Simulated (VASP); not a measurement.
Wanted: the native input for a VASP 6.6.1 run.

- Task: single point
- Functional: PBE
- Potentials or basis: VASP PAW PBE potentials, release 64 (Cs_sv, B)
- Cutoff: 520 eV
- k mesh: 12 × 12 × 2
- Occupations: gaussian, width 0.1 eV
- Spin: no spin polarisation
- Dipole correction: no
- Further INCAR settings: ALGO = Fast; EDIFF = 1e-07; NBANDS = 30

The structure of Cs2B lies in POSCAR:

```
Cs2B
1.0
    4.6951359760      0.0000000000      0.0000000000
   -2.3475679880      4.0661070294      0.0000000000
    0.0000000000      0.0000000000     18.2529046025
Cs B
4 2
Direct
    0.3333333333      0.6666666667      0.6366313981
    0.6666666667      0.3333333333      0.1366313981
    0.3333333333      0.6666666667      0.8633686019
    0.6666666667      0.3333333333      0.3633686019
    0.3333333333      0.6666666667      0.2500000000
    0.6666666667      0.3333333333      0.7500000000
```

One way to write it, as run:

INCAR

```
SYSTEM = Cs2B
PREC = Accurate
ENCUT = 520
EDIFF = 1E-7
ISMEAR = 0
SIGMA = 0.1
LREAL = .False.
LASPH = .True.
NELM = 100
ALGO = Fast
ISIF = 2
LWAVE = .False.
LCHARG = .True.
GGA = PE
LELF = .True.
LVHAR = .True.
NBANDS = 30
```

KPOINTS

```
regular mesh
0
Gamma
  12 12 2
  0 0 0
```

Potentials or basis: VASP PAW PBE potentials, release 64 (Cs_sv, B).

Launch:

```sh
$ cat potpaw_PBE.64/Cs_sv/POTCAR potpaw_PBE.64/B/POTCAR > POTCAR
$ mpirun -np 1 vasp_std > vasp.out
```

It gave:

The pressure is 0.0 GPa, the largest force is 0.012 eV/Å and the band gap on the k mesh is zero (bands 21 and 22 overlap by 0.34 eV).

Caveat: spin-orbit coupling is left out, which moves the levels of the heavy elements.

Wall time 4.3 min on 1 thread of Intel(R) Xeon(R) 6975P-C (Granite Rapids), on a shared host, peak memory 0.63 GiB.
